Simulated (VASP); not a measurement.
BP4, 5 atoms in the cell. The structure is hexagonal, space group P6/mmm (No. 191). Conventional cell: a = 4.910 Å, b = 4.910 Å, c = 3.831 Å, α = 90.00°, β = 90.00°, γ = 120.00°. Within 2.5 Å of B (site symmetry 6/mmm) lie 8 P at 1.92 to 2.46 Å. Within 3.2 Å of P (site symmetry mmm) lie 2 B at 2.46 Å and 8 P at 2.46 to 3.11 Å. P (site symmetry 6/mmm) has 2 B at 1.92 Å within 2.5 Å. The cell was generated, and may not be a known phase.

- Program: VASP 6.6.1
- Task: relaxation of cell and atoms
- Functional: PBE
- Potentials or basis: VASP PAW PBE potentials, release 64 (B, P)
- Cutoff: 600 eV
- k mesh: 12 × 12 × 10
- Occupations: gaussian, width 0.1 eV
- Spin: no spin polarisation
- Dipole correction: no
- Further INCAR settings: ALGO = Normal; EDIFF = 1e-06; IBRION = 2; EDIFFG = -0.01; NSW = 100; ISIF = 3

Potentials or basis: VASP PAW PBE potentials, release 64 (B, P).

The run is started by

```console
$ cat potpaw_PBE.64/B/POTCAR potpaw_PBE.64/P/POTCAR > POTCAR
$ mpirun -np 1 vasp_std > vasp.out
```

Hardware: 1 thread of Intel Xeon 8259CL (shared host).

**Question.** How long does it take, and how much memory?

**Answer.** It took 3.2 min on 1 thread of Intel Xeon 8259CL, on a shared host, peak memory 0.32 GiB. Counts: scf iterations 18, k points 114, ion steps 2.
